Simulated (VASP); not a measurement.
Write the native input for VASP 6.6.1 that does the following.

- Task: single point
- Functional: PBE
- Potentials or basis: VASP PAW PBE potentials, release 64 (Ti_sv, O)
- Cutoff: 520 eV
- k mesh: 9 × 4 × 1
- Occupations: gaussian, width 0.1 eV
- Spin: no spin polarisation
- Dipole correction: yes
- Further INCAR settings: ALGO = Normal; EDIFF = 1e-06; NBANDS = 68

The structure of Ti9O lies in POSCAR:

```
Ti9O
1.0
    2.8319727881      0.0000000000      0.0000000000
    0.0000000000      7.9316622551      0.0000000000
    0.0000000000      0.0000000000     19.9268841162
Ti O
9 1
Direct
    0.0000000000      0.5000000000      0.2007338416
    0.5000000000      0.1666666667      0.2007338416
    0.5000000000      0.8333333333      0.2007338416
    0.0000000000      0.0000000000      0.3122110455
    0.5000000000      0.6684928875      0.3108725352
    0.5000000000      0.3315071125      0.3108725352
    0.0000000000      0.5000000000      0.4177589340
    0.5000000000      0.1666364294      0.4228902054
    0.5000000000      0.8333635706      0.4228902054
    0.8333333333      0.1666364294      0.4933066261
```

These files were run (other wordings do the same):

INCAR

```
SYSTEM = Ti9O
PREC = Accurate ; ENCUT = 520
EDIFF = 1E-6 ; ISMEAR = 0
SIGMA = 0.1 ; LREAL = .False.
LASPH = .True. ; NELM = 60
ALGO = Normal ; ISIF = 2
LWAVE = .False. ; LCHARG = .False.
LDIPOL = .True. ; IDIPOL = 3
DIPOL = 0.5 0.5 0.329 ; GGA = PE
NBANDS = 68
```

KPOINTS

```
Automatic mesh
0
Gamma
  9 4 1
  0 0 0
```

Potentials or basis: VASP PAW PBE potentials, release 64 (Ti_sv, O).

Run with:

```bash
$ cat potpaw_PBE.64/Ti_sv/POTCAR potpaw_PBE.64/O/POTCAR > POTCAR
$ mpirun -np 1 vasp_std > vasp.out
```

It gave:

```json
{"Largest force": "2.043 eV/Å", "Band gap on the k mesh": "zero (bands 57 and 58 overlap by 0.23 eV)"}
```

Wall time 18 min on 1 thread of Intel(R) Xeon(R) 6975P-C (Granite Rapids), on a shared host, peak memory 0.71 GiB.
